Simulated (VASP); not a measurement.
# GaF (Pm-3m) in VASP: a series of runs, part 3 of 3

VASP 6.6.1. Earlier steps stand in the parts before.

## 4. Single point, r2SCANh

This run uses another cell than the first one, of 15.87 Å³/atom, 1.042 times its volume.

POSCAR

```
GaF
1.0
    3.1659200000      0.0000000000      0.0000000000
    0.0000000000      3.1659200000      0.0000000000
    0.0000000000      0.0000000000      3.1659200000
Ga F
1 1
Direct
    0.0000000000      0.0000000000      0.0000000000
    0.5000000000      0.5000000000      0.5000000000
```

INCAR.step1

```
  ALGO = Normal
  EDIFF = 1E-5
  ENCUT = 520
  GGA = PE
  ISIF = 2
  ISMEAR = -1
  LASPH = T
  LREAL = F
  LWAVE = T
  NBANDS = 17
  NELM = 100
  PREC = Accurate
  SIGMA = 0.05
```

INCAR.step2

```
  AEXX = 0.1
  ALGO = Normal
  EDIFF = 1E-6
  ENCUT = 520
  ISIF = 2
  ISMEAR = -1
  ISTART = 1
  LASPH = T
  LCHARG = T
  LELF = T
  LHFCALC = T
  LMIXTAU = T
  LREAL = F
  LVHAR = T
  LWAVE = F
  METAGGA = R2SCAN
  NBANDS = 17
  NELM = 100
  PREC = Accurate
  PRECFOCK = Normal
  SIGMA = 0.05
```

KPOINTS

```
k-points
0
Gamma
  4 4 4
```

Potentials or basis: VASP PAW PBE potentials, release 64 (Ga_d, F).

Command:

```
> cat potpaw_PBE.64/Ga_d/POTCAR potpaw_PBE.64/F/POTCAR > POTCAR
> cp INCAR.step1 INCAR
> mpirun -np 1 vasp_std > vasp.out
> cp INCAR.step2 INCAR
> mpirun -np 1 vasp_std > vasp.out
```

OUTCAR:

```text
AEXX = 0.1
   EDIFF = 1E-6
   ENCUT = 520
   ISIF = 2
   ISMEAR = -1
   ISTART = 1
   LASPH = T
   LHFCALC = T
   LREAL = F
   METAGGA = R2SCAN
   NELM = 100
   PREC = Accurate
   PRECFOCK = Normal

 ion  position               nearest neighbor table
   1  0.000  0.000  0.000-
   2  0.500  0.500  0.500-

  LATTYP: Found a simple cubic cell.
 ALAT       =     3.1659200000

  Lattice vectors:

 A1 = (   3.1659200000,   0.0000000000,   0.0000000000)
 A2 = (   0.0000000000,   3.1659200000,   0.0000000000)
 A3 = (   0.0000000000,   0.0000000000,   3.1659200000)

Analysis of symmetry for initial positions (statically):
=====================================================================
 Subroutine PRICEL returns:
 Original cell was already a primitive cell.

 Routine SETGRP: Setting up the symmetry group for a
 simple cubic supercell.

 Subroutine GETGRP returns: Found 48 space group operations
 (whereof 48 operations were pure point group operations)
 out of a pool of 48 trial point group operations.

The static configuration has the point symmetry O_h .

Analysis of symmetry for dynamics (positions and initial velocities):
=====================================================================
 Subroutine PRICEL returns:
 Original cell was already a primitive cell.

 Routine SETGRP: Setting up the symmetry group for a
 simple cubic supercell.

 Subroutine GETGRP returns: Found 48 space group operations
 (whereof 48 operations were pure point group operations)
 out of a pool of 48 trial point group operations.

The dynamic configuration has the point symmetry O_h .

 Subroutine INISYM returns: Found 48 space group operations
 (whereof 48 operations are pure point group operations),
 and found     1 'primitive' translations

----------------------------------------------------------------------------------------

                                     Primitive cell

  volume of cell :      31.7322

  direct lattice vectors                    reciprocal lattice vectors
     3.165920000  0.000000000  0.000000000     0.315863951  0.000000000  0.000000000
     0.000000000  3.165920000  0.000000000     0.000000000  0.315863951  0.000000000
     0.000000000  0.000000000  3.165920000     0.000000000  0.000000000  0.315863951

  length of vectors
     3.165920000  3.165920000  3.165920000     0.315863951  0.315863951  0.315863951

  position of ions in fractional coordinates (direct lattice)
     0.000000000  0.000000000  0.000000000
     0.500000000  0.500000000  0.500000000

  ion indices of the primitive-cell ions
   primitive index   ion index
                 1           1
                 2           2

----------------------------------------------------------------------------------------

 KPOINTS: k-points

Automatic generation of k-mesh.
 Grid dimensions read from file:
 generate k-points for:    4    4    4

 Generating k-lattice:

  Cartesian coordinates                     Fractional coordinates (reciprocal lattice)
     0.078965988  0.000000000  0.000000000     0.250000000  0.000000000  0.000000000
     0.000000000  0.078965988  0.000000000     0.000000000  0.250000000  0.000000000
     0.000000000  0.000000000  0.078965988     0.000000000  0.000000000  0.250000000

  Length of vectors
     0.078965988  0.078965988  0.078965988

  Shift w.r.t. Gamma in fractional coordinates (k-lattice)
     0.000000000  0.000000000  0.000000000

 Subroutine IBZKPT returns following result:
 ===========================================

 Found     10 irreducible k-points:

 Following reciprocal coordinates:
            Coordinates               Weight
  0.000000  0.000000  0.000000      1.000000
  0.250000  0.000000  0.000000      6.000000
  0.500000  0.000000  0.000000      3.000000
  0.250000  0.250000  0.000000     12.000000
  0.500000  0.250000  0.000000     12.000000
  0.500000  0.500000  0.000000      3.000000
  0.250000  0.250000  0.250000      8.000000
  0.500000  0.250000  0.250000     12.000000
  0.500000  0.500000  0.250000      6.000000
  0.500000  0.500000  0.500000      1.000000
   k-points           NKPTS =     10   k-points in BZ     NKDIM =     64   number of bands    NBANDS=     17
   number of dos      NEDOS =    301   number of ions     NIONS =      2
   total plane-waves  NPLWV =  13824
   dimension x,y,z NGX =    24 NGY =   24 NGZ =   24
   dimension x,y,z NGXF=    48 NGYF=   48 NGZF=   48
   ions per type =               1   1
   NGX,Y,Z   is equivalent  to a cutoff of  12.60, 12.60, 12.60 a.u.
   NGXF,Y,Z  is equivalent  to a cutoff of  25.21, 25.21, 25.21 a.u.
 SYSTEM =  unknown system
   PREC   = accura    normal or accurate (medium, high low for compatibility)
   ISTART =      1    job   : 0-new  1-cont  2-samecut
   ICHARG =      0    charge: 1-file 2-atom 10-const
   ISPIN  =      1    spin polarized calculation?
   LNONCOLLINEAR =      F non collinear calculations
   LSORBIT =      F    spin-orbit coupling
   LASPH  =      T    aspherical Exc in radial PAW
   ENCUT  =  520.0 eV  38.22 Ry    6.18 a.u.   5.89  5.89  5.89*2*pi/ulx,y,z
   NELM   =    100;   NELMIN=  2; NELMDL=  0     # of ELM steps
   EDIFF  = 0.1E-05   stopping-criterion for ELM
   LREAL  =      F    real-space projection
   EDIFFG = 0.1E-04   stopping-criterion for IOM
   NSW    =      0    number of steps for IOM
   IBRION =     -1    ionic relax: 0-MD 1-quasi-New 2-CG
   NFREE  =      0    steps in history (QN), initial steepest desc. (CG)
   ISIF   =      2    stress and relaxation
   ISYM   =      3    0-nonsym 1-usesym 2-fastsym
   POTIM  = 0.5000    time-step for ionic-motion
   TEBEG  =    0.0;   TEEND  =   0.0 temperature during run
   PSTRESS=    0.0 pullay stress
   NELECT =      20.0000    total number of electrons
   NUPDOWN=      -1.0000    fix difference up-down
   EMIN   =  10.00;   EMAX   =-10.00  energy-range for DOS
   EFERMI =   0.00;   METHOD = LEGACY
   ISMEAR =    -1;   SIGMA  =   0.05  broadening in eV -4-tet -1-fermi 0-gaus
   EFERMI_NEDOS =   21; number of points for ismear=-14 and -15
   IALGO  =     38    algorithm
   IMIX   =      1    mixing-type and parameters
     AMIX     =   0.40;   BMIX     =  1.00
     AMIX_MAG =   1.60;   BMIX_MAG =  1.00
  volume/ion in A,a.u.               =      15.87       107.07
  Fermi-wavevector in a.u.,A,eV,Ry     =   1.403627  2.652469 26.805754  1.970167
  Thomas-Fermi vector in A             =   2.526269
   LORBIT       =      0    0 simple, 1 ext, 2 COOP (PROOUT), +10 PAW based schemes
   METAGGA = R2SCAN    functional components
   LHFCALC =     T    Hartree Fock is set to
   PRECFOCK=normal    Normal, Fast or Accurate (Low or Medium for compatibility)
   ENCUT4O =  -1.0   cutoff for four orbital integrals eV
   NKREDX  =     1    reduce k-point grid by
   NKREDY  =     1    reduce k-point grid by
   NKREDZ  =     1    reduce k-point grid by
   AEXX    =    0.1000 exact exchange contribution
   HFSCREEN=    0.0000 screening length (either q_TF or 0.3 A-1)
   HFSCREENC=   0.0000 screening length for correlation (either q_TF or 0.3 A-1)
   ENCUTFOCK=  -1.0 apply spherical cutoff to Coloumb kernel
   IVDW    =     0    specifies the selected vdW correction
   LEPSILON=     F    determine dielectric tensor
   LRPA    =     F    only Hartree local field effects (RPA)
 non-spin polarized calculation
  energy-cutoff  :      520.00
  volume of cell :       31.73
 maximum number of plane-waves:       872
 NGX is ok and might be reduce to    24
  NGX = 18; NGY = 18; NGZ = 18

 number of electron      19.9999980 magnetization

 Free energy of the ion-electron system (eV)
  ---------------------------------------------------
  ext. energy  EPLUGINS =         0.00000000
  ---------------------------------------------------
  free energy    TOTEN  =       -17.25781228 eV

  energy without entropy =      -17.25780933  energy(sigma->0) =      -17.25781080

 E-fermi :   2.6636     XC(G=0):  -9.7450

 val. band max:        2.1958148318   @ k =   0.5000   0.5000   0.5000
 cond. band min:       3.1862700098   @ k =   0.5000   0.0000   0.0000
 fundamental gap:      0.9904551780
 Fermi energy:         2.6635763192

 k-point     1 :       0.0000    0.0000    0.0000
  band No.  band energies     occupation
      1     -22.4246      2.00000
      2     -13.7170      2.00000
      3     -13.7170      2.00000
      4     -13.5559      2.00000
      5     -13.5559      2.00000
      6     -13.5559      2.00000
[... 177 lines left out ...]
      4     -13.6610      2.00000
      5     -13.5102      2.00000
      6     -13.5102      2.00000
[... 9 lines left out ...]
     16      15.4724      0.00000
     17      24.2015      0.00000

------------------------ aborting loop because EDIFF is reached ----------------------------------------

  FORCE on cell =-STRESS in cart. coord.  units (eV):
  Direction    XX          YY          ZZ          XY          YZ          ZX
  --------------------------------------------------------------------------------------
  -------------------------------------------------------------------------------------
  Total       -0.2657109     -0.2657109     -0.2657109     -0.0000000      0.0000000      0.0000000
  in kB      -13.4159127    -13.4159127    -13.4159127     -0.0000000      0.0000000      0.0000000
  external PRESSURE =     -13.4159127 kB  Pullay stress =       0.0000000 kB

 VOLUME and BASIS-vectors are now :
 -----------------------------------------------------------------------------
  energy-cutoff  :      520.00
  volume of cell :       31.73
      direct lattice vectors                 reciprocal lattice vectors
     3.165920000  0.000000000  0.000000000     0.315863951  0.000000000  0.000000000
     0.000000000  3.165920000  0.000000000     0.000000000  0.315863951  0.000000000
     0.000000000  0.000000000  3.165920000     0.000000000  0.000000000  0.315863951

 POSITION                                       TOTAL-FORCE (eV/Angst)
 -----------------------------------------------------------------------------------
      0.00000      0.00000      0.00000         0.000000      0.000000      0.000000
      1.58296      1.58296      1.58296         0.000000      0.000000      0.000000
 -----------------------------------------------------------------------------------
    total drift:                               -0.000001     -0.000001     -0.000001

  FREE ENERGIE OF THE ION-ELECTRON SYSTEM (eV)
  ---------------------------------------------------
  free  energy   TOTEN  =       -17.2578122767 eV

  energy  without entropy=      -17.2578093289  energy(sigma->0) =      -17.25781080
```

Run time: 6.8 min. Hardware: 1 thread of AMD EPYC 7R43 (Zen 3), shared host; peak memory 0.12 GiB.

What came out:

- Free energy: -17.2578 eV
- Pressure: -1.3 GPa
- Band gap on the k mesh: 0.99 eV, indirect (least direct gap 2.12 eV)

Caveat: the k points lie up to 0.50 Å⁻¹ apart; the PAW data sets were made with another functional, which shifts forces and pressure a little. A k mesh can miss the band edges.

## 5. Summary

```tsv
cell	gap on the mesh (eV)	pressure (GPa)
a = 3.123 Å, 2 atoms	0.67	0.7
a = 3.145 Å, 2 atoms	0.83	-0.4
a = 3.166 Å, 2 atoms	0.99	-1.3
```

Alike in all rows: task single point; level r2SCANh; potentials or basis VASP PAW PBE potentials, release 64 (Ga_d, F); no spin polarisation; k mesh 4 × 4 × 4; cutoff (eV) 520; smearing fermi-dirac 0.05 eV.

Caveats: all runs use coarse meshes; the PAW data sets were made with another functional, which shifts forces and pressure a little.

Total energies depend on the potentials used, so only differences within one code and one set of settings carry meaning.
